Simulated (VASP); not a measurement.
# Fe (Im-3m) in VASP: notebook, part 2 of 2

VASP 6.6.1.

### 4 Single point, r2SCAN

Input file POSCAR:

```
Fe
1.0
   -1.3650158294      1.3650158294      1.3650158294
    1.3650158294     -1.3650158294      1.3650158294
    1.3650158294      1.3650158294     -1.3650158294
Fe
1
Direct
    0.0000000000      0.0000000000      0.0000000000
```

Input file INCAR.step1:

```
SYSTEM = Fe
PREC = Accurate
ENCUT = 660
ISMEAR = -1
SIGMA = 0.2
LREAL = .False.
LASPH = .True.
NELM = 120
NBANDS = 10
GGA = PE
ALGO = Normal
EDIFF = 1E-5
LWAVE = .True.
LCHARG = .False.
GGA_COMPAT = .False.
```

Input file INCAR.step2:

```
SYSTEM = Fe
PREC = Accurate
ENCUT = 660
EDIFF = 1E-6
ISMEAR = -1
SIGMA = 0.2
LREAL = .False.
LASPH = .True.
NELM = 120
ALGO = Normal
ISIF = 2
LWAVE = .False.
LCHARG = .False.
METAGGA = R2SCAN
LMIXTAU = .True.
NBANDS = 10
ISTART = 1
GGA_COMPAT = .False.
```

Input file KPOINTS:

```
regular mesh
0
Gamma
  16 16 16
  0 0 0
```

Potentials or basis: VASP PAW PBE potentials, release 64 (Fe).

Run with:

```console
> cat potpaw_PBE.64/Fe/POTCAR > POTCAR
> cp INCAR.step1 INCAR
> mpirun -np 1 vasp_std > vasp.out
> cp INCAR.step2 INCAR
> mpirun -np 1 vasp_std > vasp.out
```

OUTCAR:

```text
SYSTEM = Fe
   PREC = Accurate
   ENCUT = 660
   EDIFF = 1E-6
   ISMEAR = -1
   LREAL = .False.
   LASPH = .True.
   NELM = 120
   ISIF = 2
   METAGGA = R2SCAN
   ISTART = 1

 ion  position               nearest neighbor table
   1  0.000  0.000  0.000-

  LATTYP: Found a body centered cubic cell.
 ALAT       =     2.7300316588

  Lattice vectors:

 A1 = (  -1.3650158294,   1.3650158294,   1.3650158294)
 A2 = (   1.3650158294,  -1.3650158294,   1.3650158294)
 A3 = (   1.3650158294,   1.3650158294,  -1.3650158294)

Analysis of symmetry for initial positions (statically):
=====================================================================
 Subroutine PRICEL returns:
 Original cell was already a primitive cell.

 Routine SETGRP: Setting up the symmetry group for a
 body centered cubic supercell.

 Subroutine GETGRP returns: Found 48 space group operations
 (whereof 48 operations were pure point group operations)
 out of a pool of 48 trial point group operations.

The static configuration has the point symmetry O_h .

Analysis of symmetry for dynamics (positions and initial velocities):
=====================================================================
 Subroutine PRICEL returns:
 Original cell was already a primitive cell.

 Routine SETGRP: Setting up the symmetry group for a
 body centered cubic supercell.

 Subroutine GETGRP returns: Found 48 space group operations
 (whereof 48 operations were pure point group operations)
 out of a pool of 48 trial point group operations.

The dynamic configuration has the point symmetry O_h .

 Subroutine INISYM returns: Found 48 space group operations
 (whereof 48 operations are pure point group operations),
 and found     1 'primitive' translations

----------------------------------------------------------------------------------------

                                     Primitive cell

[... 105 lines left out ...]
   IALGO  =     38    algorithm
   IMIX   =      4    mixing-type and parameters
     AMIX     =   0.40;   BMIX     =  1.00
     AMIX_MAG =   1.60;   BMIX_MAG =  1.00
  volume/ion in A,a.u.               =      10.17        68.65
  Fermi-wavevector in a.u.,A,eV,Ry     =   1.511056  2.855481 31.066038  2.283289
  Thomas-Fermi vector in A             =   2.621164
   LORBIT       =      0    0 simple, 1 ext, 2 COOP (PROOUT), +10 PAW based schemes
   METAGGA = R2SCAN    functional components
   LHFCALC =     F    Hartree Fock is set to
   AEXX    =    0.0000 exact exchange contribution
   IVDW    =     0    specifies the selected vdW correction
   LEPSILON=     F    determine dielectric tensor
   LRPA    =     F    only Hartree local field effects (RPA)
 non-spin polarized calculation
  energy-cutoff  :      660.00
  volume of cell :       10.17
 maximum number of plane-waves:       403
   NGX =  9   NGY =  9   NGZ =  9

 number of electron       7.9999999 magnetization

 Free energy of the ion-electron system (eV)
  ---------------------------------------------------
  ext. energy  EPLUGINS =         0.00000000
  ---------------------------------------------------
  free energy    TOTEN  =       -13.48005170 eV

  energy without entropy =      -13.14182436  energy(sigma->0) =      -13.31093803

 E-fermi :   6.9679     XC(G=0): -15.0345

 val. band max:        6.9649574584   @ k =   0.3750   0.2500   0.0000
 cond. band min:       6.9687131922   @ k =   0.1250   0.1250   0.1250
 fundamental gap:      0.0037557337
 Fermi energy:         6.9678902448

 k-point     1 :       0.0000    0.0000    0.0000
  band No.  band energies     occupation
      1      -2.6273      2.00000
      2       4.9848      1.99990
      3       4.9848      1.99990
      4       4.9848      1.99990
      5       6.9791      0.97190
      6       6.9791      0.97190
      7      34.1362      0.00000
      8      34.1362      0.00000
      9      34.1362      0.00000
     10      40.2346      0.00000
[... 287 lines left out ...]
 k-point    24 :       0.2500    0.1875    0.0000
  band No.  band energies     occupation
      1       2.0836      2.00000
      2       3.8130      2.00000
      3       4.3174      2.00000
      4       6.6401      1.67479
      5       7.3277      0.28399
      6       8.9244      0.00011
      7      20.9867      0.00000
      8      23.3347      0.00000
      9      30.1810      0.00000
     10      35.6331      0.00000

 [... further k-points ...]
[... 5 lines left out ...]
  --------------------------------------------------------------------------------------
  -------------------------------------------------------------------------------------
  Total        0.2035234      0.2035234      0.2035234      0.0000000      0.0000000      0.0000000
  in kB       32.0517667     32.0517667     32.0517667      0.0000000      0.0000000      0.0000000
  external PRESSURE =      32.0517667 kB  Pullay stress =       0.0000000 kB

 VOLUME and BASIS-vectors are now :
 -----------------------------------------------------------------------------
  energy-cutoff  :      660.00
  volume of cell :       10.17
      direct lattice vectors                 reciprocal lattice vectors
    -1.365015829  1.365015829  1.365015829     0.000000000  0.366296118  0.366296118
     1.365015829 -1.365015829  1.365015829     0.366296118  0.000000000  0.366296118
     1.365015829  1.365015829 -1.365015829     0.366296118  0.366296118  0.000000000

 POSITION                                       TOTAL-FORCE (eV/Angst)
 -----------------------------------------------------------------------------------
      0.00000      0.00000      0.00000         0.000000     -0.000000      0.000000
 -----------------------------------------------------------------------------------
    total drift:                                0.000000     -0.000000      0.000000

  FREE ENERGIE OF THE ION-ELECTRON SYSTEM (eV)
  ---------------------------------------------------
  free  energy   TOTEN  =       -13.4800516991 eV

  energy  without entropy=      -13.1418243600  energy(sigma->0) =      -13.31093803
```

OUTCAR.step1:

```text
SYSTEM = Fe
   PREC = Accurate
   ENCUT = 660
   ISMEAR = -1
   LREAL = .False.
   LASPH = .True.
[... 528 lines left out ...]
 -----------------------------------------------------------------------------------
      0.00000      0.00000      0.00000        -0.000000      0.000000     -0.000000
 -----------------------------------------------------------------------------------
    total drift:                                0.000000     -0.000000      0.000000

  FREE ENERGIE OF THE ION-ELECTRON SYSTEM (eV)
  ---------------------------------------------------
  free  energy   TOTEN  =        -7.9490562459 eV

  energy  without entropy=       -7.5989080424  energy(sigma->0) =       -7.77398214
```

Run time: 34 s. Hardware: 1 thread of Intel Xeon Platinum 8559C (Emerald Rapids), shared host; peak memory 0.14 GiB.

Results:

```
Free energy            : -13.4801 eV
Pressure               : 3.2 GPa
Band gap on the k mesh : zero (band 4 reaches 8.02 eV, above the bottom of band 5 at 5.89 eV)
```

Levels at points of the mesh, in eV from the Fermi level:
| k point | band 1 | band 2 | band 3 | band 4 | band 5 | band 6 | band 7 | band 8 |
| --- | --- | --- | --- | --- | --- | --- | --- | --- |
| (0.00, 0.00, 0.00) | -9.60 | -1.98 | -1.98 | -1.98 | 0.01 | 0.01 | 27.17 | 27.17 |
| (0.50, 0.00, 0.00) | -5.34 | -3.40 | -0.04 | 0.29 | 0.36 | 1.39 | 9.18 | 20.17 |
| (0.50, 0.50, 0.50) | -5.06 | -5.06 | 1.05 | 1.05 | 1.05 | 11.32 | 11.32 | 11.32 |

Caveat: the PAW data sets were made with another functional, which shifts forces and pressure a little; the run has no spin polarisation, though such a crystal can be magnetic. Spin polarisation is off, so any magnetic state and its effect on volume and gap are missing.

### 5 The runs side by side

| smearing | gap on the mesh (eV) | pressure (GPa) |
| --- | --- | --- |
| fermi-dirac 0.01 eV | none | -0.2 |
| fermi-dirac 0.03 eV | none | -0.2 |
| fermi-dirac 0.2 eV | none | 3.2 |

Alike in all rows: task single point; level r2SCAN; potentials or basis VASP PAW PBE potentials, release 64 (Fe); no spin polarisation; cell as given; k mesh 16 × 16 × 16; cutoff (eV) 660.

Every run on the cell as given and a fine mesh finds a metal.

Caveats: the PAW data sets were made with another functional, which shifts forces and pressure a little; the run has no spin polarisation, though such a crystal can be magnetic.

Total energies depend on the potentials used, so only differences within one code and one set of settings carry meaning.
